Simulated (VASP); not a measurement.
Here is a VASP 6.6.1 calculation.

File INCAR:

```
SYSTEM = Ta4O
PREC = Accurate
ENCUT = 520
EDIFF = 1E-6
ISMEAR = 0
SIGMA = 0.1
LREAL = .FALSE.
LASPH = .TRUE.
NELM = 80
ALGO = Normal
ISIF = 2
LWAVE = .FALSE.
LCHARG = .TRUE.
GGA = PE
LELF = .TRUE.
LVHAR = .TRUE.
NBANDS = 33
```

Contents of KPOINTS:

```
Automatic mesh
0
G
  6 6 6
  0 0 0
```

POSCAR

```
Ta4O
1.0
    3.1073831526      1.7940484996      2.5354530978
   -3.1073831526      1.7940484996      2.5354530978
    0.0000000000     -3.5880969992      2.5354530978
Ta O
4 1
Direct
    0.3293973249      0.8019142790      0.3293973249
    0.3293973249      0.3293973249      0.8019142790
    0.8019142790      0.3293973249      0.3293973249
    0.8019758295      0.8019758295      0.8019758295
    0.0658097616      0.0658097616      0.0658097616
```

Potentials or basis: VASP PAW PBE potentials, release 64 (Ta_pv, O).

The run is started by

```bash
$ cat potpaw_PBE.64/Ta_pv/POTCAR potpaw_PBE.64/O/POTCAR > POTCAR
$ mpirun -np 1 vasp_std > vasp.out
```

(1) What does it give for the pressure?

(2) Estimate the largest force.

Results:

(1) 0.2 GPa.

(2) 0.055 eV/Å.
